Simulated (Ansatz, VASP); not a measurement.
# Ge: VASP beside Ansatz

The input POSCAR:

```
Ge
1.0
    1.2706431938     -2.3369116159      0.0000000000
    1.2706431938      2.3369116159      0.0000000000
    0.0000000000      0.0000000000      3.1520101873
Ge
1
Direct
    0.5000000000      0.5000000000      0.0000000000
```

File INCAR.step1:

```
  ALGO = Normal
  EDIFF = 1E-4
  ENCUT = 520
  GGA = PE
  ISMEAR = 0
  LASPH = T
  LCHARG = F
  LREAL = F
  LWAVE = T
  NBANDS = 13
  NELM = 80
  PREC = Accurate
  SIGMA = 0.15
```

The input INCAR.step2:

```
  ALGO = Normal
  EDIFF = 1E-7
  ENCUT = 520
  ISIF = 2
  ISMEAR = 0
  ISTART = 1
  LASPH = T
  LCHARG = F
  LMIXTAU = T
  LREAL = F
  LWAVE = F
  METAGGA = R2SCAN
  NBANDS = 13
  NELM = 80
  PREC = Accurate
  SIGMA = 0.15
```

File KPOINTS:

```
k-points
0
Gamma
  28 28 24
```

Input for Ansatz:

```yaml
crystal:
  lattice:
    - [1.2706431938, -2.3369116159, 0.0]
    - [1.2706431938, 2.3369116159, 0.0]
    - [0.0, 0.0, 3.1520101873]
  atoms:
    - { symbol: Ge, position: [0.5, 0.5, 0.0] }
basis:
  ecutwfc: 500
kpoints:
  mp_grid: { grid: [28, 28, 24] }
hamiltonian:
  xc: r2scan
scf:
  occupations: { method: gaussian, width: 0.15 }
output:
  forces: true
  stress: true
  eigenvalues: true
```

Alike in both runs: task single point; functional r2SCAN; k mesh 28 × 28 × 24; occupations gaussian, width 0.15 eV; no spin polarisation.

```csv
,VASP,Ansatz
version,VASP 6.6.1,Ansatz 0.2.0
potentials or method,"VASP PAW PBE potentials, release 64 (Ge_d), cutoff 520 eV","scalar-relativistic, plane waves, PAW"
valence electrons in the cell,14,14
```

|  | VASP | Ansatz | Ansatz less VASP |
| --- | --- | --- | --- |
| gap on the k mesh at the Fermi level (eV) | none | none | - |
| pressure (GPa) | 9.6 | 9.7 | +0.16 |
| traceless stress, the component that is largest in VASP (GPa) | -21.54 | -21.59 | -0.050 |

VASP's potentials were made for PBE, not for r2SCAN. A gap of «none» marks a metal or a gap that the smearing closes.
